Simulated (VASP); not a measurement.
Here is a VASP 6.6.1 calculation.

File INCAR:

```
SYSTEM = MnO
PREC = Accurate
ENCUT = 520
EDIFF = 1E-7
ISMEAR = 0
SIGMA = 0.022
LREAL = .FALSE.
LASPH = .TRUE.
NELM = 150
ALGO = Normal
ISIF = 2
LWAVE = .FALSE.
LCHARG = .FALSE.
ISPIN = 2
MAGMOM = 4 0
LORBIT = 11
LMAXMIX = 4
GGA = PE
NBANDS = 20
```

KPOINTS

```
Automatic mesh
0
G
  10 10 10
  0 0 0
```

File POSCAR:

```
MnO
1.0
    0.0000000000      2.2239077028      2.2239077028
    2.2239077028      0.0000000000      2.2239077028
    2.2239077028      2.2239077028      0.0000000000
Mn O
1 1
Direct
    0.0000000000      0.0000000000      0.0000000000
    0.5000000000      0.5000000000      0.5000000000
```

Potentials or basis: VASP PAW PBE potentials, release 64 (Mn_pv, O).

The run is started by

```bash
$ cat potpaw_PBE.64/Mn_pv/POTCAR potpaw_PBE.64/O/POTCAR > POTCAR
$ mpirun -np 1 vasp_std > vasp.out
```

**Question.** Estimate the pressure.

**Answer.** 0.4 GPa.

**Question.** Predict the site moments.

**Answer.** Mn +4.36; O +0.21 μB.

**Question.** Estimate the net moment.

**Answer.** 4.80 μB per cell.

Caveat: a cell with one magnetic atom can't hold antiferromagnetic order, which such compounds often take.
